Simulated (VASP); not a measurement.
# LiCl (P6_3mc) in VASP: vibrations by perturbation theory with LDA

Aim: the vibrations by perturbation theory of LiCl with LDA.

Program: VASP 6.6.1. These are calculated values, not measurements. Logs are shortened: lines on timing, memory, paths and dates and some standing lists are left out, and cuts for length are marked.

**1. The cell of the first run**

It takes space group P6_3mc (No. 186, hexagonal). The conventional cell has a = 3.925 Å, b = 3.925 Å, c = 6.357 Å, α = 90.00°, β = 90.00°, γ = 120.00°. Li (site symmetry 3m) has 4 Cl at 2.40 Å within 3.2 Å. Cl (site symmetry 3m) has 4 Li at 2.40 Å within 3.2 Å.

**2. Vibrations by perturbation theory, LDA**

INCAR reads:

```
ALGO = Normal ; EDIFF = 1E-8
ENCUT = 520 ; GGA = CA
IBRION = 8 ; ISIF = 2
ISMEAR = -1 ; LASPH = True
LCHARG = True ; LREAL = False
LWAVE = False ; NELM = 60
NSW = 1 ; PREC = Accurate
SIGMA = 0.02
```

KPOINTS reads:

```
k-points
0
Gamma
  6 6 4
```

POSCAR reads:

```
LiCl
1.0
    3.9248800000      0.0000000000      0.0000000000
   -1.9624400000      3.3990500000      0.0000000000
    0.0000000000      0.0000000000      6.3571600000
Li Cl
2 2
Direct
    0.6666666667      0.3333333333      0.8760200000
    0.3333333333      0.6666666667      0.3760200000
    0.6666666667      0.3333333333      0.4989800000
    0.3333333333      0.6666666667      0.9989800000
```

Potentials or basis: VASP PAW LDA potentials, release 64 (Li_sv, Cl).

The run is started by

```
> cat potpaw_LDA.64/Li_sv/POTCAR potpaw_LDA.64/Cl/POTCAR > POTCAR
> mpirun -np 1 vasp_std > vasp.out
```

OUTCAR:

```text
EDIFF = 1E-8
   ENCUT = 520
   GGA = CA
   IBRION = 8
   ISIF = 2
   ISMEAR = -1
   LASPH = True
   LREAL = False
   NELM = 60
   NSW = 1
   PREC = Accurate

 ion  position               nearest neighbor table
   1  0.667  0.333  0.876-   3 2.40   4 2.40   4 2.40   4 2.40
   2  0.333  0.667  0.376-   4 2.40   3 2.40   3 2.40   3 2.40
   3  0.667  0.333  0.499-   1 2.40   2 2.40   2 2.40   2 2.40
   4  0.333  0.667  0.999-   2 2.40   1 2.40   1 2.40   1 2.40

  LATTYP: Found a hexagonal cell.
 ALAT       =     3.9248800000
 C/A-ratio  =     1.6197081185

  Lattice vectors:

 A1 = (   3.9248800000,   0.0000000000,   0.0000000000)
 A2 = (  -1.9624400000,   3.3990500000,   0.0000000000)
 A3 = (   0.0000000000,   0.0000000000,   6.3571600000)

Analysis of symmetry for initial positions (statically):
=====================================================================
 Subroutine PRICEL returns:
 Original cell was already a primitive cell.

 Routine SETGRP: Setting up the symmetry group for a
 hexagonal supercell.

 Subroutine GETGRP returns: Found 12 space group operations
 (whereof  6 operations were pure point group operations)
 out of a pool of 24 trial point group operations.

The static configuration has the point symmetry C_3v.
 The point group associated with its full space group is C_6v.

Analysis of symmetry for dynamics (positions and initial velocities):
=====================================================================
 Subroutine PRICEL returns:
 Original cell was already a primitive cell.

 Routine SETGRP: Setting up the symmetry group for a
 hexagonal supercell.

 Subroutine GETGRP returns: Found 12 space group operations
 (whereof  6 operations were pure point group operations)
 out of a pool of 24 trial point group operations.

The dynamic configuration has the point symmetry C_3v.
 The point group associated with its full space group is C_6v.

 Subroutine INISYM returns: Found 12 space group operations
 (whereof  6 operations are pure point group operations),
 and found     1 'primitive' translations

----------------------------------------------------------------------------------------

                                     Primitive cell

  volume of cell :      84.8100

  direct lattice vectors                    reciprocal lattice vectors
     3.924880000  0.000000000  0.000000000     0.254784860  0.147099925  0.000000000
    -1.962440000  3.399050000  0.000000000     0.000000000  0.294199850  0.000000000
     0.000000000  0.000000000  6.357160000     0.000000000  0.000000000  0.157302947

  length of vectors
     3.924880000  3.924883649  6.357160000     0.294200123  0.294199850  0.157302947

  position of ions in fractional coordinates (direct lattice)
     0.666666667  0.333333333  0.876020000
     0.333333333  0.666666667  0.376020000
     0.666666667  0.333333333  0.498980000
     0.333333333  0.666666667  0.998980000

  ion indices of the primitive-cell ions
   primitive index   ion index
                 1           1
                 2           2
                 3           3
                 4           4

[... 129 lines left out ...]
      4     -13.7960      2.00000
      5      -3.5394      2.00000
      6      -1.8291      2.00000
      7      -1.8291      2.00000
      8      -1.5148      2.00000
      9      -1.5148      2.00000
     10      -1.4962      2.00000
     11       4.0302      0.00000
     12       6.3309      0.00000
     13       8.2125      0.00000
     14       8.2125      0.00000
[... 328 lines left out ...]
      3     -13.7417      2.00000
      4     -13.7417      2.00000
      5      -2.9703      2.00000
      6      -2.9703      2.00000
      7      -2.8915      2.00000
      8      -2.8915      2.00000
      9      -1.9065      2.00000
     10      -1.9065      2.00000
     11       6.8612      0.00000
     12       6.8612      0.00000
     13       6.9744      0.00000
     14       6.9744      0.00000

------------------------ aborting loop because EDIFF is reached ----------------------------------------

  FORCE on cell =-STRESS in cart. coord.  units (eV):
  Direction    XX          YY          ZZ          XY          YZ          ZX
  --------------------------------------------------------------------------------------
  -------------------------------------------------------------------------------------
  Total       -1.4459358     -1.4459394     -1.5339905      0.0000000     -0.0000000     -0.0000000
  in kB      -27.3157111    -27.3157788    -28.9791846      0.0000000     -0.0000000     -0.0000000
  external PRESSURE =     -27.8702248 kB  Pullay stress =       0.0000000 kB

 VOLUME and BASIS-vectors are now :
 -----------------------------------------------------------------------------
  energy-cutoff  :      520.00
  volume of cell :       84.81
      direct lattice vectors                 reciprocal lattice vectors
     3.924880000  0.000000000  0.000000000     0.254784860  0.147099925  0.000000000
    -1.962440000  3.399050000  0.000000000     0.000000000  0.294199850  0.000000000
     0.000000000  0.000000000  6.357160000     0.000000000  0.000000000  0.157302947

 POSITION                                       TOTAL-FORCE (eV/Angst)
 -----------------------------------------------------------------------------------
      1.96244      1.13302      5.56900         0.000000     -0.000000      0.015829
     -0.00000      2.26603      2.39042        -0.000000      0.000000      0.015829
      1.96244      1.13302      3.17210        -0.000000      0.000000     -0.015829
     -0.00000      2.26603      6.35068         0.000000     -0.000000     -0.015829
 -----------------------------------------------------------------------------------
    total drift:                                0.000000      0.000000      0.000274

  FREE ENERGIE OF THE ION-ELECTRON SYSTEM (eV)
  ---------------------------------------------------
  free  energy   TOTEN  =       -15.9660145971 eV

  energy  without entropy=      -15.9660145971  energy(sigma->0) =      -15.96601460

[... ionic steps 2 to 9 ...]

--------------------------------------- Ionic step       10  -------------------------------------------

------------------------ aborting loop because EDIFF is reached ----------------------------------------

[... ionic steps 11 to 11 ...]

--------------------------------------- Ionic step       12  -------------------------------------------

 Free energy of the ion-electron system (eV)
  ---------------------------------------------------
  ---------------------------------------------------
  free energy    TOTEN  =        -0.21267628 eV

  energy without entropy =       -0.21267628

------------------------ aborting loop because EDIFF is reached ----------------------------------------

 INTERNAL STRAIN TENSOR  FOR ION    3  DIRECTION 3   (eV/Angst):
 -----------------------------------------------------------------------------
    -0.95099  0.00000  0.00000
     0.00000 -0.95099  0.00000
     0.00000  0.00000  1.97595

 INTERNAL STRAIN TENSOR FOR ION    4 for displacements in x,y,z  (eV/Angst):
          X           Y           Z          XY          YZ          ZX
  --------------------------------------------------------------------------------
  x     0.00000     0.00000     0.00000    -1.59376    -0.00000    -0.89757
  y    -1.59376     1.59376    -0.00000     0.00000    -1.01294     0.00000
  z    -0.95099    -0.95099     1.97595     0.00000    -0.00000     0.00000

 SECOND DERIVATIVES (NOT SYMMETRIZED)
 ------------------------------------
               1X          1Y          1Z          2X          2Y          2Z          3X          3Y          3Z          4X          4Y          4Z
  1X    -1.896240    0.000000    0.000000    0.036632    0.000000    0.000000    0.219329   -0.000000    0.000000    1.640279    0.000000    0.000000
  1Y     0.000000   -1.896245    0.000000    0.000000    0.036633    0.000000   -0.000000    0.219329   -0.000000   -0.000000    1.640283    0.000000
  1Z    -0.000000    0.000000   -2.432469    0.000000    0.000000    0.709221    0.000000    0.000000    0.917243    0.000000    0.000000    0.806005
  2X     0.036632    0.000000    0.000000   -1.896240    0.000000   -0.000000    1.640279    0.000000    0.000000    0.219329   -0.000000   -0.000000
  2Y     0.000000    0.036633   -0.000000    0.000000   -1.896245   -0.000000   -0.000000    1.640283   -0.000000   -0.000000    0.219329    0.000000
  2Z     0.000000    0.000000    0.709221    0.000000   -0.000000   -2.432469    0.000000    0.000000    0.806005    0.000000    0.000000    0.917243
  3X     0.152422    0.000000    0.000000    1.640597   -0.000000    0.000000   -1.915248    0.000000    0.000000    0.122229   -0.000000    0.000000
  3Y    -0.000000    0.152423    0.000000    0.000000    1.640601    0.000000    0.000000   -1.915253    0.000000    0.000000    0.122229    0.000000
  3Z     0.000000   -0.000000    0.874084    0.000000   -0.000000    0.805854   -0.000000    0.000000   -2.703583    0.000000    0.000000    1.023645
  4X     1.640597   -0.000000    0.000000    0.152422    0.000000   -0.000000    0.122229    0.000000    0.000000   -1.915248    0.000000   -0.000000
  4Y     0.000000    1.640601    0.000000    0.000000    0.152423    0.000000    0.000000    0.122229    0.000000    0.000000   -1.915253   -0.000000
  4Z     0.000000    0.000000    0.805854    0.000000    0.000000    0.874084    0.000000    0.000000    1.023645    0.000000    0.000000   -2.703583

 Eigenvectors and eigenvalues of the dynamical matrix
 ----------------------------------------------------

   1 f  =   10.466926 THz    65.765636 2PiTHz  349.139071 cm-1    43.287708 meV
             X         Y         Z           dx          dy          dz
      1.962440  1.133017  5.568999     0.000000    0.000000    0.707010
     -0.000000  2.266033  2.390419     0.000000    0.000000   -0.707010
      1.962440  1.133017  3.172096    -0.000000   -0.000000   -0.011728
     -0.000000  2.266033  6.350676    -0.000000   -0.000000    0.011728
[... 71 lines left out ...]
  12 f/i=    0.058747 THz     0.369116 2PiTHz    1.959574 cm-1     0.242956 meV
             X         Y         Z           dx          dy          dz
      1.962440  1.133017  5.568999    -0.000000    0.282976    0.000000
     -0.000000  2.266033  2.390419    -0.000000    0.282976    0.000000
      1.962440  1.133017  3.172096    -0.000000    0.648016    0.000000
     -0.000000  2.266033  6.350676    -0.000000    0.648016    0.000000

--------------------------------------------------------------------------------------------------------

 ELASTIC MODULI CONTR FROM IONIC RELAXATION (kBar)
 Direction    XX          YY          ZZ          XY          YZ          ZX
 --------------------------------------------------------------------------------
 XX         -73.0321     30.0466     44.9941     -0.0000     -0.0000      0.0000
 YY          30.0466    -73.0324     44.9942      0.0000      0.0000      0.0000
 ZZ          44.9941     44.9942    -94.1929     -0.0000     -0.0000     -0.0000
 XY          -0.0000      0.0000     -0.0000    -51.5394     -0.0000     -0.0000
 YZ          -0.0000      0.0000     -0.0000     -0.0000    -23.1375     -0.0000
 ZX           0.0000      0.0000     -0.0000     -0.0000     -0.0000    -20.7230
 --------------------------------------------------------------------------------
```

Wall time 16 min (1 thread of Intel Xeon 8259CL, shared host); peak memory 0.35 GiB.

Results:

```
Highest phonon frequency at Γ, LO-TO splitting left out : 349 cm⁻¹
```

Phonon frequencies in cm⁻¹ (negative: imaginary):
| q point | frequencies |
| --- | --- |
| (0.000, 0.000, 0.000) | -2 -2 -1 80 80 169 282 290 290 293 293 349 |

Caveat: the cell stands under pressure or tension, which shifts response properties; the cutoff is under 1.25 times the usual one of these potentials, so pressure, stress and relaxed cells hold a basis-set (Pulay) error.
